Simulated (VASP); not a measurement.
Input of a VASP 6.6.1 run:

The input INCAR:

```
PREC = Accurate
ENCUT = 520
EDIFF = 1E-6
ISMEAR = -1
SIGMA = 0.1
LREAL = F
LASPH = T
NELM = 80
ALGO = Normal
ISIF = 2
LWAVE = F
LCHARG = F
GGA = PE
NBANDS = 8
```

File KPOINTS:

```
regular mesh
0
Gamma
  11 11 11
```

Contents of POSCAR:

```
C
1.0
    1.7479990942      0.0000000000      0.0000000000
    0.0000000000      1.7479990942      0.0000000000
    0.0000000000      0.0000000000      1.7479990942
C
1
Direct
    0.0000000000      0.0000000000      0.0000000000
```

Potentials or basis: VASP PAW PBE potentials, release 64 (C).

The run is started by

```bash
$ cat potpaw_PBE.64/C/POTCAR > POTCAR
$ mpirun -np 1 vasp_std > vasp.out
```

Estimate the pressure.

10.5 GPa.

Predict the band gap on the k mesh.

zero (band 2 reaches 21.23 eV, above the bottom of band 3 at 9.92 eV).
